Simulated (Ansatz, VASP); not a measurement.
MgO: VASP beside Ansatz

Contents of INCAR:

```
SYSTEM = MgO
ALGO = Normal
EDIFF = 1E-6
ENCUT = 520
GGA = PE
ISIF = 2
ISMEAR = 0
LASPH = .True.
LCHARG = .False.
LREAL = .False.
LWAVE = .False.
NBANDS = 16
NELM = 100
PREC = Accurate
SIGMA = 0.05
```

Contents of KPOINTS:

```
k-points
0
Gamma
  9 9 6
  0 0 0
```

Contents of POSCAR:

```
MgO
1.0
    3.6974000000      0.0000000000      0.0000000000
   -1.8487000000      3.2020423279      0.0000000000
    0.0000000000      0.0000000000      4.1970000000
Mg O
2 2
Direct
    0.6666666667      0.3333333333      0.7500000000
    0.3333333333      0.6666666667      0.2500000000
    0.6666666667      0.3333333333      0.2500000000
    0.3333333333      0.6666666667      0.7500000000
```

Input for Ansatz:

```yaml
crystal:
  lattice:
    - [3.6974, 0.0, 0.0]
    - [-1.8487, 3.2020423279, 0.0]
    - [0.0, 0.0, 4.197]
  atoms:
    - { symbol: Mg, position: [0.6666666667, 0.3333333333, 0.75] }
    - { symbol: Mg, position: [0.3333333333, 0.6666666667, 0.25] }
    - { symbol: O, position: [0.6666666667, 0.3333333333, 0.25] }
    - { symbol: O, position: [0.3333333333, 0.6666666667, 0.75] }
basis:
  ecutwfc: 520.0
kpoints:
  mp_grid: { grid: [9, 9, 6] }
hamiltonian:
  xc: pbe
  pseudopotentials: { kind: paw, azcp: { folder: soft_1 } }
scf:
  occupations: { method: gaussian, width: 0.05 }
output:
  forces: true
  stress: true
  eigenvalues: true
  write_density: true
  write_potential: true
  elf: true
  volumetric_format: npy
```

Alike in both runs: task single point; functional PBE; k mesh 9 × 9 × 6; occupations gaussian, width 0.05 eV; no spin polarisation.

|  | VASP | Ansatz |
| --- | --- | --- |
| version | VASP 6.6.1 | Ansatz 0.2.0 |
| potentials or method | VASP PAW PBE potentials, release 64 (Mg, O), cutoff 520 eV | scalar-relativistic, plane waves, PAW |
| valence electrons in the cell | 16 | 32 |

VASP gave:

```
gap on the k mesh at the Fermi level (eV)                     : 2.94
least direct gap on the mesh (eV)                             : 2.94
pressure (GPa)                                                : -8.8
traceless stress, the component that is largest in VASP (GPa) : 3.48
```

Question: What did Ansatz give for the same quantities?

Answer: gap on the k mesh at the Fermi level (eV): 2.96; least direct gap on the mesh (eV): 2.96; pressure (GPa): -8.2; traceless stress, the component that is largest in VASP (GPa): 3.56.

With one functional, cell and mesh, what is left measures potentials, basis and numerics. VASP's potentials hold 16 valence electrons a cell and Ansatz's 32, so a difference there can come from the potentials and not from the codes.
